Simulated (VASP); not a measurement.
# BP (lda) (F-43m) in VASP: vibrations by perturbation theory with LDA

Aim: the vibrations by perturbation theory of BP (lda) with LDA.

Program: VASP 6.6.1. These are calculated values, not measurements. Logs are shortened: lines on timing, memory, paths and dates and some standing lists are left out, and cuts for length are marked.

## (1) The cell of the first run

It takes space group F-43m (No. 216, cubic). Conventional cell: a = 4.460 Å, b = 4.460 Å, c = 4.460 Å, α = 90.00°, β = 90.00°, γ = 90.00°. Within 2.6 Å of B (site symmetry -43m) lie 4 P at 1.93 Å. P (site symmetry -43m) has 4 B at 1.93 Å within 2.6 Å.

## (2) Vibrations by perturbation theory, LDA (phonons at volume x 0.98)

File INCAR:

```
PREC = Accurate
ENCUT = 500
EDIFF = 1E-8
ISMEAR = 0
SIGMA = 0.01
LREAL = F
LASPH = T
NELM = 120
ALGO = Normal
ISIF = 2
LWAVE = F
LCHARG = F
GGA = CA
IBRION = 8
NSW = 1
LEPSILON = T
GGA_COMPAT = F
```

File KPOINTS:

```
regular mesh
0
Gamma
  10 10 10
```

File POSCAR:

```
BP
1.0
    0.0000000000      2.2301678125      2.2301678125
    2.2301678125      0.0000000000      2.2301678125
    2.2301678125      2.2301678125      0.0000000000
B P
1 1
Direct
    0.0000000000      0.0000000000      0.0000000000
    0.2500000000      0.2500000000      0.2500000000
```

Potentials or basis: VASP PAW LDA potentials, release 64 (B, P).

Run with:

```
$ cat potpaw_LDA.64/B/POTCAR potpaw_LDA.64/P/POTCAR > POTCAR
$ mpirun -np 1 vasp_std > vasp.out
```

OUTCAR:

```text
PREC = Accurate
   ENCUT = 500
   EDIFF = 1E-8
   ISMEAR = 0
   LREAL = F
   LASPH = T
   NELM = 120
   ISIF = 2
   GGA = CA
   IBRION = 8
   NSW = 1
   LEPSILON = T

 ion  position               nearest neighbor table
   1  0.000  0.000  0.000-   2 1.93   2 1.93   2 1.93   2 1.93
   2  0.250  0.250  0.250-   1 1.93   1 1.93   1 1.93   1 1.93

  LATTYP: Found a face centered cubic cell.
 ALAT       =     4.4603356250

  Lattice vectors:

 A1 = (   0.0000000000,   2.2301678125,   2.2301678125)
 A2 = (   2.2301678125,   0.0000000000,   2.2301678125)
 A3 = (   2.2301678125,   2.2301678125,   0.0000000000)

Analysis of symmetry for initial positions (statically):
=====================================================================
 Subroutine PRICEL returns:
 Original cell was already a primitive cell.

 Routine SETGRP: Setting up the symmetry group for a
 face centered cubic supercell.

 Subroutine GETGRP returns: Found 24 space group operations
 (whereof 24 operations were pure point group operations)
 out of a pool of 48 trial point group operations.

The static configuration has the point symmetry T_d .

Analysis of symmetry for dynamics (positions and initial velocities):
=====================================================================
 Subroutine PRICEL returns:
 Original cell was already a primitive cell.

 Routine SETGRP: Setting up the symmetry group for a
 face centered cubic supercell.

 Subroutine GETGRP returns: Found 24 space group operations
 (whereof 24 operations were pure point group operations)
 out of a pool of 48 trial point group operations.

The dynamic configuration has the point symmetry T_d .

 Subroutine INISYM returns: Found 24 space group operations
 (whereof 24 operations are pure point group operations),
 and found     1 'primitive' translations

----------------------------------------------------------------------------------------

                                     Primitive cell

  volume of cell :      22.1841

  direct lattice vectors                    reciprocal lattice vectors
     0.000000000  2.230167812  2.230167812    -0.224198375  0.224198375  0.224198375
     2.230167812  0.000000000  2.230167812     0.224198375 -0.224198375  0.224198375
     2.230167812  2.230167812  0.000000000     0.224198375  0.224198375 -0.224198375

  length of vectors
     3.153933567  3.153933567  3.153933567     0.388322977  0.388322977  0.388322977

  position of ions in fractional coordinates (direct lattice)
     0.000000000  0.000000000  0.000000000
     0.250000000  0.250000000  0.250000000

  ion indices of the primitive-cell ions
   primitive index   ion index
                 1           1
                 2           2

----------------------------------------------------------------------------------------

 KPOINTS: regular mesh

Automatic generation of k-mesh.
 Grid dimensions read from file:
 generate k-points for:   10   10   10

 Generating k-lattice:

  Cartesian coordinates                     Fractional coordinates (reciprocal lattice)
    -0.022419838  0.022419838  0.022419838     0.100000000  0.000000000  0.000000000
     0.022419838 -0.022419838  0.022419838     0.000000000  0.100000000  0.000000000
     0.022419838  0.022419838 -0.022419838     0.000000000  0.000000000  0.100000000

  Length of vectors
     0.038832298  0.038832298  0.038832298

  Shift w.r.t. Gamma in fractional coordinates (k-lattice)
     0.000000000  0.000000000  0.000000000

 Subroutine IBZKPT returns following result:
 ===========================================

 Found     47 irreducible k-points:

[... 367 lines left out ...]

 VOLUME and BASIS-vectors are now :
 -----------------------------------------------------------------------------
  energy-cutoff  :      500.00
  volume of cell :       22.18
      direct lattice vectors                 reciprocal lattice vectors
     0.000000000  2.230167812  2.230167812    -0.224198375  0.224198375  0.224198375
     2.230167812  0.000000000  2.230167812     0.224198375 -0.224198375  0.224198375
     2.230167812  2.230167812  0.000000000     0.224198375  0.224198375 -0.224198375

 POSITION                                       TOTAL-FORCE (eV/Angst)
 -----------------------------------------------------------------------------------
      0.00000      0.00000      0.00000        -0.000000     -0.000000     -0.000000
      1.11508      1.11508      1.11508         0.000000      0.000000      0.000000
 -----------------------------------------------------------------------------------
    total drift:                               -0.000000     -0.000000      0.000000

  FREE ENERGIE OF THE ION-ELECTRON SYSTEM (eV)
  ---------------------------------------------------
  free  energy   TOTEN  =       -14.3940826243 eV

  energy  without entropy=      -14.3940826243  energy(sigma->0) =      -14.39408262

 HEAD OF MICROSCOPIC STATIC DIELECTRIC TENSOR (INDEPENDENT PARTICLE, excluding Hartree and local field effects)
 ------------------------------------------------------
           9.714298    -0.000000     0.000000
           0.000000     9.714298     0.000000
           0.000000    -0.000000     9.714298
 ------------------------------------------------------

 Free energy of the ion-electron system (eV)
  ---------------------------------------------------
  ---------------------------------------------------
  free energy    TOTEN  =        -0.53465488 eV

  energy without entropy =       -0.53465488

------------------------ aborting loop because EDIFF is reached ----------------------------------------

--------------------------------------- Ionic step        2  -------------------------------------------

------------------------ aborting loop because EDIFF is reached ----------------------------------------

--------------------------------------- Ionic step        3  -------------------------------------------

------------------------ aborting loop because EDIFF is reached ----------------------------------------

 PIEZOELECTRIC TENSOR FIELD DIRECTION 3  (e Angst)
 -----------------------------------------------------------------------------
    -0.00060  0.28607  0.00000           ( -0.00000  0.07773  0.00000)
     0.28607 -0.00060  0.00000           (  0.07773 -0.00000  0.00000)
     0.00000  0.00000  0.00016           (  0.00000  0.00000 -0.00000)

 PIEZOELECTRIC TENSOR FIELD DIRECTION 3  (C/m^2)
 -----------------------------------------------------------------------------
    -0.00043  0.20660  0.00000
     0.20660 -0.00043  0.00000
     0.00000  0.00000  0.00011

--------------------------------------- Ionic step        4  -------------------------------------------

------------------------ aborting loop because EDIFF is reached ----------------------------------------

[... ionic steps 5 to 6 ...]

--------------------------------------- Ionic step        7  -------------------------------------------

 Free energy of the ion-electron system (eV)
  ---------------------------------------------------
  ---------------------------------------------------
  free energy    TOTEN  =        -0.04114163 eV

  energy without entropy =       -0.04114163

------------------------ aborting loop because EDIFF is reached ----------------------------------------

 INTERNAL STRAIN TENSOR  FOR ION    2  DIRECTION 1   (eV/Angst):
 -----------------------------------------------------------------------------
     0.00586  0.00000  0.00000
     0.00000 -0.00011 -8.46402
     0.00000 -8.46402 -0.00011

 MACROSCOPIC STATIC DIELECTRIC TENSOR (including local field effects in DFT)
 ------------------------------------------------------
           9.273488     0.000000    -0.000000
          -0.000000     9.273488     0.000000
          -0.000000     0.000000     9.273488
 ------------------------------------------------------

 PIEZOELECTRIC TENSOR (including local field effects)  for field in x, y, z        (e  Angst)
          XX          YY          ZZ          XY          YZ          ZX
  --------------------------------------------------------------------------------
  x    -0.00000     0.00000     0.00000     0.00000     0.28197     0.00000
  y     0.00000    -0.00000    -0.00000     0.00000     0.00000     0.28197
  z    -0.00000    -0.00000    -0.00000     0.28197     0.00000     0.00000

 PIEZOELECTRIC TENSOR (including local field effects)  for field in x, y, z        (C/m^2)
          XX          YY          ZZ          XY          YZ          ZX
  --------------------------------------------------------------------------------
  x    -0.00000     0.00000     0.00000     0.00000     0.20365     0.00000
  y     0.00000    -0.00000    -0.00000     0.00000     0.00000     0.20365
  z    -0.00000    -0.00000    -0.00000     0.20365     0.00000     0.00000

 BORN EFFECTIVE CHARGES (including local field effects) (in |e|, cummulative output)
 ---------------------------------------------------------------------------------
 ion    1
    1    -0.68899     0.00000     0.00000
    2     0.00000    -0.68899     0.00000
    3    -0.00000     0.00000    -0.68899
 ion    2
    1     0.68899     0.00000     0.00000
    2     0.00000     0.68899     0.00000
    3     0.00000    -0.00000     0.68899

 INTERNAL STRAIN TENSOR FOR ION    2 for displacements in x,y,z  (eV/Angst):
          X           Y           Z          XY          YZ          ZX
  --------------------------------------------------------------------------------
  x     0.00000    -0.00000    -0.00000     0.00000    -8.46402     0.00000
  y    -0.00000     0.00000    -0.00000     0.00000     0.00000    -8.46402
  z    -0.00000    -0.00000     0.00000    -8.46402     0.00000     0.00000

 SECOND DERIVATIVES (NOT SYMMETRIZED)
 ------------------------------------
               1X          1Y          1Z          2X          2Y          2Z
  1X   -20.585000    0.000000    0.000000   20.585000    0.000000    0.000000
  1Y     0.000000  -20.585000    0.000000    0.000000   20.585000    0.000000
  1Z     0.000000    0.000000  -20.585000    0.000000    0.000000   20.585000
  2X    20.587171    0.000000    0.000000  -20.587171    0.000000    0.000000
  2Y     0.000000   20.587171    0.000000    0.000000  -20.587171    0.000000
  2Z     0.000000    0.000000   20.587171    0.000000    0.000000  -20.587171

 Eigenvectors and eigenvalues of the dynamical matrix
 ----------------------------------------------------

   1 f  =   25.055941 THz   157.431119 2PiTHz  835.776221 cm-1   103.622998 meV
             X         Y         Z           dx          dy          dz
      0.000000  0.000000  0.000000     0.000000    0.860959    0.000000
      1.115084  1.115084  1.115084     0.000000   -0.508674    0.000000
[... 21 lines left out ...]
   6 f/i=    0.000579 THz     0.003636 2PiTHz    0.019301 cm-1     0.002393 meV
             X         Y         Z           dx          dy          dz
      0.000000  0.000000  0.000000     0.000000    0.000000   -0.508674
      1.115084  1.115084  1.115084     0.000000    0.000000   -0.860959

--------------------------------------------------------------------------------------------------------

 MACROSCOPIC STATIC DIELECTRIC TENSOR IONIC CONTRIBUTION
 ------------------------------------------------------
           0.188093     0.000000     0.000000
           0.000000     0.188093    -0.000000
           0.000000    -0.000000     0.188093
 ------------------------------------------------------

 ELASTIC MODULI CONTR FROM IONIC RELAXATION (kBar)
 Direction    XX          YY          ZZ          XY          YZ          ZX
 --------------------------------------------------------------------------------
 XX          -0.0000     -0.0000     -0.0000     -0.0000      0.0000      0.0000
 YY          -0.0000     -0.0000     -0.0000     -0.0000     -0.0000      0.0000
 ZZ          -0.0000     -0.0000     -0.0000      0.0000     -0.0000      0.0000
 XY          -0.0000     -0.0000      0.0000   -264.6496      0.0000      0.0000
 YZ           0.0000     -0.0000     -0.0000      0.0000   -264.6496      0.0000
 ZX           0.0000      0.0000      0.0000      0.0000      0.0000   -264.6496
 --------------------------------------------------------------------------------

 PIEZOELECTRIC TENSOR IONIC CONTR  for field in x, y, z        (C/m^2)
          XX          YY          ZZ          XY          YZ          ZX
  --------------------------------------------------------------------------------
  x     0.00000    -0.00000    -0.00000     0.00000    -0.20994     0.00000
  y     0.00000     0.00000     0.00000     0.00000     0.00000    -0.20994
  z    -0.00000    -0.00000    -0.00000    -0.20994    -0.00000     0.00000
```

Wall time 58 s (1 thread of Intel Xeon 6975P-C (Granite Rapids), shared host); peak memory 0.19 GiB.

What came out:

```
Electronic dielectric tensor (diagonal)                 : 9.27
Born charges (mean of the diagonal)                     : B -0.69; P +0.69 e
Highest phonon frequency at Γ, LO-TO splitting left out : 836 cm⁻¹
```

Phonon frequencies in cm⁻¹ (negative: imaginary):
| q point | frequencies |
| --- | --- |
| (0.000, 0.000, 0.000) | 0 0 0 836 836 836 |

Electronic dielectric tensor:
```
9.27 0.00 0.00
0.00 9.27 0.00
0.00 0.00 9.27
```

Born effective charge tensors (e):
atom 1, B
```
-0.69  0.00  0.00
 0.00 -0.69  0.00
 0.00  0.00 -0.69
```
atom 2, P
```
0.69 0.00 0.00
0.00 0.69 0.00
0.00 0.00 0.69
```

Caveat: the cell differs from its parent crystal (phonons at volume x 0.98); the cell wasn't relaxed at this level first, which shifts response properties.
